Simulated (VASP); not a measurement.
# MgI2 (Fm-3m) in VASP: settings compared, part 2 of 2

VASP 6.6.1. Earlier steps stand in the parts before.

### Step 3. Single point, PBE

File INCAR:

```
SYSTEM = MgI2
ALGO = Normal ; EDIFF = 1E-6
ENCUT = 520 ; GGA = PE
ISIF = 2 ; ISMEAR = 0
LASPH = .True. ; LCHARG = .False.
LREAL = .False. ; LWAVE = .False.
NBANDS = 15 ; NELM = 80
PREC = Accurate ; SIGMA = 0.01
```

File KPOINTS:

```
k-points
0
Gamma
  4 4 4
  0 0 0
```

File POSCAR:

```
MgI2
1.0
    0.0000000000      3.7557205864      3.7557205864
    3.7557205864      0.0000000000      3.7557205864
    3.7557205864      3.7557205864      0.0000000000
Mg I
1 2
Direct
    0.0000000000      0.0000000000      0.0000000000
    0.2500000000      0.2500000000      0.2500000000
    0.7500000000      0.7500000000      0.7500000000
```

Potentials or basis: VASP PAW PBE potentials, release 64 (Mg, I).

Command:

```sh
$ cat potpaw_PBE.64/Mg/POTCAR potpaw_PBE.64/I/POTCAR > POTCAR
$ mpirun -np 1 vasp_std > vasp.out
```

OUTCAR:

```text
SYSTEM = MgI2
   EDIFF = 1E-6
   ENCUT = 520
   GGA = PE
   ISIF = 2
   ISMEAR = 0
   LASPH = .True.
   LREAL = .False.
   NELM = 80
   PREC = Accurate

 ion  position               nearest neighbor table
   1  0.000  0.000  0.000-   2 3.25   3 3.25   3 3.25   3 3.25   3 3.25   2 3.25   2 3.25   2 3.25

   2  0.250  0.250  0.250-   1 3.25   1 3.25   1 3.25   1 3.25
   3  0.750  0.750  0.750-   1 3.25   1 3.25   1 3.25   1 3.25

  LATTYP: Found a face centered cubic cell.
 ALAT       =     7.5114411728
[... 318 lines left out ...]

  FORCE on cell =-STRESS in cart. coord.  units (eV):
  Direction    XX          YY          ZZ          XY          YZ          ZX
  --------------------------------------------------------------------------------------
  -------------------------------------------------------------------------------------
  Total        0.1092912      0.1092912      0.1092912      0.0000000      0.0000000     -0.0000000
  in kB        1.6526694      1.6526694      1.6526694      0.0000000      0.0000000     -0.0000000
  external PRESSURE =       1.6526694 kB  Pullay stress =       0.0000000 kB

 VOLUME and BASIS-vectors are now :
 -----------------------------------------------------------------------------
  energy-cutoff  :      520.00
  volume of cell :      105.95
      direct lattice vectors                 reciprocal lattice vectors
     0.000000000  3.755720586  3.755720586    -0.133130245  0.133130245  0.133130245
     3.755720586  0.000000000  3.755720586     0.133130245 -0.133130245  0.133130245
     3.755720586  3.755720586  0.000000000     0.133130245  0.133130245 -0.133130245

 POSITION                                       TOTAL-FORCE (eV/Angst)
 -----------------------------------------------------------------------------------
      0.00000      0.00000      0.00000         0.000000      0.000000      0.000000
      1.87786      1.87786      1.87786         0.000000     -0.000000      0.000000
      5.63358      5.63358      5.63358        -0.000000      0.000000     -0.000000
 -----------------------------------------------------------------------------------
    total drift:                                0.000000     -0.000000      0.000000

  FREE ENERGIE OF THE ION-ELECTRON SYSTEM (eV)
  ---------------------------------------------------
  free  energy   TOTEN  =        -6.3977140007 eV

  energy  without entropy=       -6.3977140007  energy(sigma->0) =       -6.39771400
```

OSZICAR:

```text
N       E                     dE             d eps       ncg     rms          rms(c)
DAV:   1     0.722770423580E+02    0.72277E+02   -0.56965E+03   240   0.838E+02
DAV:   2    -0.499411876886E+00   -0.72776E+02   -0.64977E+02   310   0.122E+02
DAV:   3    -0.674391629174E+01   -0.62445E+01   -0.62108E+01   310   0.424E+01
DAV:   4    -0.686803707113E+01   -0.12412E+00   -0.12411E+00   339   0.699E+00
DAV:   5    -0.686838953320E+01   -0.35246E-03   -0.35246E-03   296   0.416E-01    0.450E+00
DAV:   6    -0.649274770111E+01    0.37564E+00   -0.25015E-01   261   0.243E+00    0.284E+00
DAV:   7    -0.640043361160E+01    0.92314E-01   -0.19467E-01   254   0.215E+00    0.104E+00
DAV:   8    -0.639825429193E+01    0.21793E-02   -0.21757E-02   261   0.753E-01    0.104E-01
DAV:   9    -0.639769194692E+01    0.56235E-03   -0.16820E-03   268   0.240E-01    0.379E-02
DAV:  10    -0.639769722947E+01   -0.52825E-05   -0.10633E-04   283   0.576E-02    0.280E-02
DAV:  11    -0.639771497022E+01   -0.17741E-04   -0.22372E-05   261   0.295E-02    0.802E-03
DAV:  12    -0.639771370774E+01    0.12625E-05   -0.24290E-06   275   0.941E-03    0.295E-03
DAV:  13    -0.639771400070E+01   -0.29296E-06   -0.57794E-07   199   0.454E-03
   1 F= -.63977140E+01 E0= -.63977140E+01  d E =-.431474E-40
```

Run time: 23 s. Hardware: 1 thread of Intel Xeon Platinum 8259CL at 2.50GHz (Skylake/Cascade Lake), shared host; peak memory 0.23 GiB.

Results:

```
Free energy            : -6.3977 eV
Pressure               : 0.2 GPa
Band gap on the k mesh : 0.58 eV, indirect (least direct gap 1.06 eV)
```

Levels at points of the mesh, in eV from the valence-band top:
| k point | band 6 | band 7 | band 8 | band 9 | band 10 | band 11 |
| --- | --- | --- | --- | --- | --- | --- |
| (0.00, 0.00, 0.00) | -1.11 | -1.11 | -1.11 | 0.58 | 3.11 | 3.11 |
| (0.50, 0.00, 0.00) | -2.50 | -2.26 | -2.26 | 2.65 | 5.06 | 5.06 |
| (0.50, 0.50, 0.00) | -0.50 | -0.50 | 0.00 | 1.06 | 4.08 | 6.41 |

Caveat: spin-orbit coupling is left out, which moves the levels of the heavy elements. A k mesh can miss the band edges.

### Step 4. Single point, LDA

File INCAR:

```
SYSTEM = MgI2
  ALGO = Normal
  EDIFF = 1E-6
  ENCUT = 520
  ISIF = 2
  ISMEAR = 0
  LASPH = .TRUE.
  LCHARG = .FALSE.
  LREAL = .FALSE.
  LWAVE = .FALSE.
  NBANDS = 15
  NELM = 100
  PREC = Accurate
  SIGMA = 0.01
```

File KPOINTS:

```
k-points
0
G
  4 4 4
  0 0 0
```

POSCAR is that of step 3.

Potentials or basis: VASP PAW LDA potentials, release 64 (Mg, I).

Command:

```sh
$ cat potpaw_LDA.64/Mg/POTCAR potpaw_LDA.64/I/POTCAR > POTCAR
$ mpirun -np 1 vasp_std > vasp.out
```

Run time: 15 s. Hardware: 1 thread of Intel Xeon Platinum 8259CL at 2.50GHz (Skylake/Cascade Lake), shared host; peak memory 0.19 GiB.

Results (log left out):

| Property | Result |
| --- | --- |
| Free energy | -7.7436 eV |
| Pressure | -2.2 GPa |
| Band gap on the k mesh | 0.41 eV, indirect (least direct gap 0.91 eV) |

Levels at points of the mesh, in eV from the valence-band top:
| k point | band 4 | band 5 | band 6 | band 7 | band 8 | band 9 | band 10 | band 11 | band 12 | band 13 |
| --- | --- | --- | --- | --- | --- | --- | --- | --- | --- | --- |
| (0.00, 0.00, 0.00) | -2.97 | -2.97 | -1.12 | -1.12 | -1.12 | 0.41 | 2.99 | 2.99 | 2.99 | 5.10 |
| (0.50, 0.00, 0.00) | -2.59 | -2.52 | -2.52 | -2.28 | -2.28 | 2.55 | 4.96 | 4.96 | 5.70 | 6.50 |
| (0.50, 0.50, 0.00) | -3.78 | -3.78 | -0.50 | -0.50 | 0.00 | 0.91 | 3.93 | 6.21 | 6.31 | 6.31 |

Caveat: spin-orbit coupling is left out, which moves the levels of the heavy elements. A k mesh can miss the band edges.

### Step 5. Single point, r2SCAN

POSCAR is that of step 4.

File INCAR.step1:

```
SYSTEM = MgI2
  PREC = Accurate
  ENCUT = 520
  ISMEAR = 0
  SIGMA = 0.01
  LREAL = .FALSE.
  LASPH = .TRUE.
  NELM = 80
  NBANDS = 15
  GGA = PE
  ALGO = Normal
  EDIFF = 1E-4
  LWAVE = .TRUE.
  LCHARG = .FALSE.
```

File INCAR.step2:

```
SYSTEM = MgI2
  PREC = Accurate
  ENCUT = 520
  EDIFF = 1E-6
  ISMEAR = 0
  SIGMA = 0.01
  LREAL = .FALSE.
  LASPH = .TRUE.
  NELM = 80
  ALGO = Normal
  ISIF = 2
  LWAVE = .FALSE.
  LCHARG = .TRUE.
  METAGGA = R2SCAN
  LMIXTAU = .TRUE.
  LELF = .TRUE.
  LVHAR = .TRUE.
  NBANDS = 15
  ISTART = 1
```

File KPOINTS:

```
regular mesh
0
G
  4 4 4
  0 0 0
```

Potentials or basis: VASP PAW PBE potentials, release 64 (Mg, I).

Command:

```sh
$ cat potpaw_PBE.64/Mg/POTCAR potpaw_PBE.64/I/POTCAR > POTCAR
$ cp INCAR.step1 INCAR
$ mpirun -np 1 vasp_std > vasp.out
$ cp INCAR.step2 INCAR
$ mpirun -np 1 vasp_std > vasp.out
```

Wall time 95 s (1 thread of Intel Xeon Platinum 8259CL at 2.50GHz (Skylake/Cascade Lake), shared host); peak memory 0.26 GiB.

Results (log left out):

```yaml
Free_energy: -55.4553 eV
Pressure: -0.1 GPa
Band_gap_on_the_k_mesh: 1.29 eV, indirect (least direct gap 1.50 eV)
```

Levels at points of the mesh, in eV from the valence-band top:
| k point | band 4 | band 5 | band 6 | band 7 | band 8 | band 9 | band 10 | band 11 | band 12 | band 13 |
| --- | --- | --- | --- | --- | --- | --- | --- | --- | --- | --- |
| (0.00, 0.00, 0.00) | -3.05 | -3.05 | -1.15 | -1.15 | -1.15 | 1.29 | 3.53 | 3.53 | 3.53 | 5.74 |
| (0.50, 0.00, 0.00) | -2.57 | -2.57 | -2.56 | -2.32 | -2.32 | 3.23 | 5.62 | 5.62 | 6.31 | 7.13 |
| (0.50, 0.50, 0.00) | -3.85 | -3.85 | -0.52 | -0.52 | 0.00 | 1.50 | 4.77 | 6.98 | 7.04 | 7.04 |

Caveat: the PAW data sets were made with another functional, which shifts forces and pressure a little; spin-orbit coupling is left out, which moves the levels of the heavy elements. A k mesh can miss the band edges.

### Step 6. Single point, HSE06

POSCAR is that of step 5.

File INCAR.step1:

```
SYSTEM = MgI2
PREC = Accurate
ENCUT = 520
EDIFF = 1E-5
ISMEAR = 0
SIGMA = 0.01
LREAL = .False.
LASPH = .True.
NELM = 100
ALGO = Normal
ISIF = 2
LWAVE = .True.
LCHARG = .False.
NBANDS = 15
GGA = PE
```

File INCAR.step2:

```
SYSTEM = MgI2
PREC = Accurate
ENCUT = 520
EDIFF = 1E-7
ISMEAR = 0
SIGMA = 0.01
LREAL = .False.
LASPH = .True.
NELM = 100
ALGO = Normal
ISIF = 2
LWAVE = .False.
LCHARG = .False.
GGA = PE
LHFCALC = .True.
HFSCREEN = 0.2079
PRECFOCK = Normal
NBANDS = 15
ISTART = 1
```

File KPOINTS:

```
Automatic mesh
0
Gamma
  4 4 4
  0 0 0
```

Potentials or basis: VASP PAW PBE potentials, release 64 (Mg, I).

Command:

```sh
$ cat potpaw_PBE.64/Mg/POTCAR potpaw_PBE.64/I/POTCAR > POTCAR
$ cp INCAR.step1 INCAR
$ mpirun -np 1 vasp_std > vasp.out
$ cp INCAR.step2 INCAR
$ mpirun -np 1 vasp_std > vasp.out
```

It took 27 min on 1 thread of Intel Xeon Platinum 8259CL at 2.50GHz (Skylake/Cascade Lake), shared host; peak memory 0.36 GiB.

It converged, with:

- Free energy: -7.7726 eV
- Pressure: -0.6 GPa
- Band gap on the k mesh: 1.37 eV, indirect (least direct gap 1.80 eV)

Levels at points of the mesh, in eV from the valence-band top:
```csv
k point,band 6,band 7,band 8,band 9,band 10,band 11
"(0.00, 0.00, 0.00)",-1.20,-1.20,-1.20,1.37,3.92,3.92
"(0.50, 0.00, 0.00)",-2.70,-2.44,-2.44,3.51,6.02,6.02
"(0.50, 0.50, 0.00)",-0.54,-0.54,0.00,1.80,4.97,7.46
```

Caveat: the PAW data sets were made with another functional, which shifts forces and pressure a little; spin-orbit coupling is left out, which moves the levels of the heavy elements.

### Step 7. The runs side by side

```tsv
level	potentials or basis	grid for exact exchange (PRECFOCK)	screening parameter	gap on the mesh (eV)	pressure (GPa)
PBE	VASP PAW PBE potentials, release 64 (Mg, I)	-	-	0.58	0.2
LDA	VASP PAW LDA potentials, release 64 (Mg, I)	-	-	0.41	-2.2
r2SCAN	VASP PAW PBE potentials, release 64 (Mg, I)	-	-	1.29	-0.1
HSE06	VASP PAW PBE potentials, release 64 (Mg, I)	Normal	0.2079 1/Å	1.37	-0.6
```

Alike in all rows: task single point; no spin polarisation; cell as given; k mesh 4 × 4 × 4; cutoff (eV) 520; smearing gaussian 0.01 eV.

Caveats: spin-orbit coupling is left out, which moves the levels of the heavy elements; the PAW data sets were made with another functional, which shifts forces and pressure a little (some runs).

Total energies depend on the potentials used, so only differences within one code and one set of settings carry meaning.
